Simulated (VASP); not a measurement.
# Sr (C2/m) in VASP: single point with PBE

Aim: the single point of Sr with PBE.

Everything below comes from runs of VASP 6.6.1. Logs are shortened: lines on timing, memory, paths and dates and some standing lists are left out, and cuts for length are marked.

### 1 The cell of the first run

The structure is monoclinic, space group C2/m (No. 12). Conventional cell: a = 11.450 Å, b = 19.447 Å, c = 4.497 Å, α = 90.00°, β = 90.26°, γ = 90.00°. Sr (site symmetry 2/m) has 2 Sr at 4.50 Å within 5.9 Å.

### 2 Single point, PBE (strained)

Input file INCAR:

```
SYSTEM = Sr
PREC = Accurate ; ENCUT = 520
EDIFF = 1E-6 ; ISMEAR = 0
SIGMA = 0.05 ; LREAL = .False.
LASPH = .True. ; NELM = 100
ALGO = Normal ; ISIF = 2
LWAVE = .False. ; LCHARG = .False.
GGA = PE ; NBANDS = 11
```

Input file KPOINTS:

```
regular mesh
0
Gamma
  6 6 8
  0 0 0
```

Input file POSCAR:

```
Sr
1.0
   11.2831972119     -0.0964713911      0.0128555271
   -5.7251452814      9.9162589630     -0.0257443639
    0.0051727009     -0.0089748572      4.4970666126
Sr
1
Direct
    0.0000000000      0.0000000000      0.0000000000
```

Potentials or basis: VASP PAW PBE potentials, release 64 (Sr_sv).

Command:

```bash
> cat potpaw_PBE.64/Sr_sv/POTCAR > POTCAR
> mpirun -np 1 vasp_std > vasp.out
```

OUTCAR:

```text
SYSTEM = Sr
   PREC = Accurate
   ENCUT = 520
   EDIFF = 1E-6
   ISMEAR = 0
   LREAL = .False.
   LASPH = .True.
   NELM = 100
   ISIF = 2
   GGA = PE

 ion  position               nearest neighbor table
   1  0.000  0.000  0.000-

  LATTYP: Found a base centered monoclinic cell.
 ALAT       =    11.4503337544
 B/A-ratio  =     1.6983441790
 C/A-ratio  =     0.3927465033
 COS(beta)  =    -0.0045517908

  Lattice vectors:

 A1 = (   5.5580519305,   9.8197875719,  -0.0128888368)
 A2 = ( -11.2831972119,   0.0964713911,  -0.0128555271)
 A3 = (   0.0051727009,  -0.0089748572,   4.4970666126)

Analysis of symmetry for initial positions (statically):
=====================================================================
 Subroutine PRICEL returns:
 Original cell was already a primitive cell.

 Routine SETGRP: Setting up the symmetry group for a
 base centered monoclinic supercell.

 Subroutine GETGRP returns: Found  4 space group operations
 (whereof  4 operations were pure point group operations)
 out of a pool of  4 trial point group operations.

The static configuration has the point symmetry C_2h.

Analysis of symmetry for dynamics (positions and initial velocities):
=====================================================================
 Subroutine PRICEL returns:
 Original cell was already a primitive cell.

 Routine SETGRP: Setting up the symmetry group for a
 base centered monoclinic supercell.

 Subroutine GETGRP returns: Found  4 space group operations
 (whereof  4 operations were pure point group operations)
 out of a pool of  4 trial point group operations.

The dynamic configuration has the point symmetry C_2h.

 Subroutine INISYM returns: Found  4 space group operations
 (whereof  4 operations are pure point group operations),
 and found     1 'primitive' translations

----------------------------------------------------------------------------------------

                                     Primitive cell

  volume of cell :     500.6774

  direct lattice vectors                    reciprocal lattice vectors
    11.283197212 -0.096471391  0.012855527     0.089067027  0.051422787  0.000000177
    -5.725145281  9.916258963 -0.025744364     0.000866272  0.101345146  0.000201259
     0.005172701 -0.008974857  4.497066613    -0.000249652  0.000433171  0.222368327

  length of vectors
    11.283616943 11.450333754  4.497078543     0.102845701  0.101349048  0.222368889

  position of ions in fractional coordinates (direct lattice)
     0.000000000  0.000000000  0.000000000

  ion indices of the primitive-cell ions
   primitive index   ion index
                 1           1

----------------------------------------------------------------------------------------

 KPOINTS: regular mesh

Automatic generation of k-mesh.
 Grid dimensions read from file:
 generate k-points for:    6    6    8

 Generating k-lattice:

  Cartesian coordinates                     Fractional coordinates (reciprocal lattice)
     0.014844504  0.008570464  0.000000029     0.166666667 -0.000000000  0.000000000
     0.000144379  0.016890858  0.000033543     0.000000000  0.166666667 -0.000000000
    -0.000031207  0.000054146  0.027796041     0.000000000  0.000000000  0.125000000

  Length of vectors
     0.017140950  0.016891508  0.027796111

  Shift w.r.t. Gamma in fractional coordinates (k-lattice)
     0.000000000  0.000000000  0.000000000

 Subroutine IBZKPT returns following result:
 ===========================================

 Found     89 irreducible k-points:

 Following reciprocal coordinates:
            Coordinates               Weight
  0.000000  0.000000  0.000000      1.000000
  0.166667 -0.000000  0.000000      2.000000
  0.333333 -0.000000 -0.000000      2.000000
  0.500000  0.000000 -0.000000      1.000000
 -0.000000  0.166667  0.000000      4.000000
  0.166667  0.166667  0.000000      4.000000
[... 16 lines left out ...]
  0.333333  0.333333  0.125000      2.000000
 -0.166667  0.333333  0.125000      2.000000
 [... further k-points ...]
   k-points           NKPTS =     89   k-points in BZ     NKDIM =     89   number of bands    NBANDS=     11
   number of dos      NEDOS =    301   number of ions     NIONS =      1
   total plane-waves  NPLWV = 272160
   dimension x,y,z NGX =    84 NGY =   90 NGZ =   36
   dimension x,y,z NGXF=   168 NGYF=  180 NGZF=   72
   ions per type =               1
   NGX,Y,Z   is equivalent  to a cutoff of  12.38, 13.07, 13.31 a.u.
   NGXF,Y,Z  is equivalent  to a cutoff of  24.75, 26.13, 26.62 a.u.
 SYSTEM =  Sr
   PREC   = accura    normal or accurate (medium, high low for compatibility)
   ISTART =      0    job   : 0-new  1-cont  2-samecut
   ICHARG =      2    charge: 1-file 2-atom 10-const
   ISPIN  =      1    spin polarized calculation?
   LNONCOLLINEAR =      F non collinear calculations
   LSORBIT =      F    spin-orbit coupling
   LASPH  =      T    aspherical Exc in radial PAW
   ENCUT  =  520.0 eV  38.22 Ry    6.18 a.u.  20.98 21.29  8.36*2*pi/ulx,y,z
   NELM   =    100;   NELMIN=  2; NELMDL= -5     # of ELM steps
   EDIFF  = 0.1E-05   stopping-criterion for ELM
   LREAL  =      F    real-space projection
   EDIFFG = 0.1E-04   stopping-criterion for IOM
   NSW    =      0    number of steps for IOM
   IBRION =     -1    ionic relax: 0-MD 1-quasi-New 2-CG
   NFREE  =      0    steps in history (QN), initial steepest desc. (CG)
   ISIF   =      2    stress and relaxation
   ISYM   =      2    0-nonsym 1-usesym 2-fastsym
   POTIM  = 0.5000    time-step for ionic-motion
   TEBEG  =    0.0;   TEEND  =   0.0 temperature during run
   PSTRESS=    0.0 pullay stress
   NELECT =      10.0000    total number of electrons
   NUPDOWN=      -1.0000    fix difference up-down
   EMIN   =  10.00;   EMAX   =-10.00  energy-range for DOS
   EFERMI =   0.00;   METHOD = LEGACY
   ISMEAR =     0;   SIGMA  =   0.05  broadening in eV -4-tet -1-fermi 0-gaus
   EFERMI_NEDOS =   21; number of points for ismear=-14 and -15
   IALGO  =     38    algorithm
   IMIX   =      4    mixing-type and parameters
     AMIX     =   0.40;   BMIX     =  1.00
     AMIX_MAG =   1.60;   BMIX_MAG =  1.00
  volume/ion in A,a.u.               =     500.68      3378.74
  Fermi-wavevector in a.u.,A,eV,Ry     =   0.444176  0.839372  2.684330  0.197293
  Thomas-Fermi vector in A             =   1.421123
   LORBIT       =      0    0 simple, 1 ext, 2 COOP (PROOUT), +10 PAW based schemes
   GGA     = PE    functional components
   LHFCALC =     F    Hartree Fock is set to
   AEXX    =    0.0000 exact exchange contribution
   IVDW    =     0    specifies the selected vdW correction
   LEPSILON=     F    determine dielectric tensor
   LRPA    =     F    only Hartree local field effects (RPA)
 non-spin polarized calculation
 Gauss-broadening in eV      SIGMA  =   0.05
  energy-cutoff  :      520.00
  volume of cell :      500.68
 maximum number of plane-waves:     13518
   NGX = 41   NGY = 43   NGZ = 17

 number of electron      10.0000000 magnetization

 Free energy of the ion-electron system (eV)
  ---------------------------------------------------
  ext. energy  EPLUGINS =         0.00000000
  ---------------------------------------------------
  free energy    TOTEN  =        -0.25977710 eV

  energy without entropy =       -0.25977708  energy(sigma->0) =       -0.25977709

 E-fermi :  -1.5781     XC(G=0):  -2.0923

 val. band max:       -1.7520514513   @ k =   0.3333   0.3333   0.5000
 cond. band min:      -1.4063968945   @ k =   0.0000  -0.0000   0.5000
 fundamental gap:      0.3456545568
 Fermi energy:        -1.5781282617

 k-point     1 :       0.0000    0.0000    0.0000
  band No.  band energies     occupation
      1     -39.9710      2.00000
      2     -21.9399      2.00000
      3     -21.9399      2.00000
      4     -21.8008      2.00000
      5      -3.7111      2.00000
      6      -1.1093      0.00000
      7      -1.0986      0.00000
      8      -1.0937      0.00000
      9      -0.7385      0.00000
     10      -0.7340      0.00000
     11       0.3259      0.00000

 k-point     2 :       0.1667   -0.0000    0.0000
  band No.  band energies     occupation
      1     -39.9710      2.00000
      2     -21.9399      2.00000
      3     -21.9399      2.00000
      4     -21.8008      2.00000
      5      -3.7096      2.00000
      6      -1.1632      0.00000
      7      -1.1089      0.00000
      8      -1.0659      0.00000
      9      -0.7366      0.00000
     10      -0.7262      0.00000
     11       0.4095      0.00000

 k-point     3 :       0.3333   -0.0000   -0.0000
  band No.  band energies     occupation
      1     -39.9710      2.00000
      2     -21.9399      2.00000
      3     -21.9399      2.00000
      4     -21.8008      2.00000
      5      -3.7066      2.00000
      6      -1.2239      0.00000
      7      -1.1279      0.00000
      8      -1.0537      0.00000
      9      -0.7427      0.00000
     10      -0.7034      0.00000
     11       0.5651      0.00000

 k-point     4 :       0.5000    0.0000   -0.0000
  band No.  band energies     occupation
      1     -39.9710      2.00000
      2     -21.9399      2.00000
      3     -21.9399      2.00000
      4     -21.8008      2.00000
      5      -3.7050      2.00000
      6      -1.2491      0.00000
      7      -1.1366      0.00000
      8      -1.0513      0.00000
      9      -0.7459      0.00000
     10      -0.6928      0.00000
     11       0.5296      0.00000
[... 239 lines left out ...]
 k-point    22 :       0.1667    0.3333    0.1250
  band No.  band energies     occupation
      1     -39.9707      2.00000
      2     -21.9392      2.00000
      3     -21.9392      2.00000
      4     -21.8087      2.00000
      5      -3.5440      2.00000
      6      -1.1988      0.00000
      7      -1.1322      0.00000
      8      -0.9663      0.00000
      9      -0.6727      0.00000
     10      -0.6426      0.00000
     11       0.3436      0.00000

 k-point    23 :       0.3333    0.3333    0.1250
  band No.  band energies     occupation
      1     -39.9707      2.00000
      2     -21.9392      2.00000
      3     -21.9392      2.00000
      4     -21.8087      2.00000
      5      -3.5432      2.00000
      6      -1.1770      0.00000
      7      -1.1754      0.00000
      8      -0.9612      0.00000
      9      -0.6551      0.00000
     10      -0.6531      0.00000
     11       0.3672      0.00000

 k-point    24 :      -0.1667    0.3333    0.1250
  band No.  band energies     occupation
      1     -39.9707      2.00000
      2     -21.9392      2.00000
      3     -21.9392      2.00000
      4     -21.8087      2.00000
      5      -3.5464      2.00000
      6      -1.1670      0.00000
      7      -1.1115      0.00000
      8      -0.9774      0.00000
      9      -0.6750      0.00000
     10      -0.6529      0.00000
     11       0.3463      0.00000

 [... further k-points ...]

------------------------ aborting loop because EDIFF is reached ----------------------------------------

  FORCE on cell =-STRESS in cart. coord.  units (eV):
  Direction    XX          YY          ZZ          XY          YZ          ZX
  --------------------------------------------------------------------------------------
  -------------------------------------------------------------------------------------
  Total       -0.0052175     -0.0051201      0.1232252     -0.0000843     -0.0002388      0.0001377
  in kB       -0.0166960     -0.0163845      0.3943230     -0.0002698     -0.0007643      0.0004405
  external PRESSURE =       0.1204141 kB  Pullay stress =       0.0000000 kB

 VOLUME and BASIS-vectors are now :
 -----------------------------------------------------------------------------
  energy-cutoff  :      520.00
  volume of cell :      500.68
      direct lattice vectors                 reciprocal lattice vectors
    11.283197212 -0.096471391  0.012855527     0.089067027  0.051422787  0.000000177
    -5.725145281  9.916258963 -0.025744364     0.000866272  0.101345146  0.000201259
     0.005172701 -0.008974857  4.497066613    -0.000249652  0.000433171  0.222368327

 POSITION                                       TOTAL-FORCE (eV/Angst)
 -----------------------------------------------------------------------------------
      0.00000      0.00000      0.00000         0.000000      0.000000      0.000000
 -----------------------------------------------------------------------------------
    total drift:                               -0.000000      0.000000      0.000000

  FREE ENERGIE OF THE ION-ELECTRON SYSTEM (eV)
  ---------------------------------------------------
  free  energy   TOTEN  =        -0.2597771003 eV

  energy  without entropy=       -0.2597770752  energy(sigma->0) =       -0.25977709
```

It took 4.5 min on 1 thread of Intel Xeon 6975P-C (Granite Rapids), shared host; peak memory 0.9 GiB.

Results:

```yaml
Free_energy: -0.2598 eV
Pressure: 0.0 GPa
Band_gap_on_the_k_mesh: 0.35 eV, indirect (least direct gap 0.35 eV)
```

Caveat: the cell differs from its parent crystal (strained). A k mesh can miss the band edges.
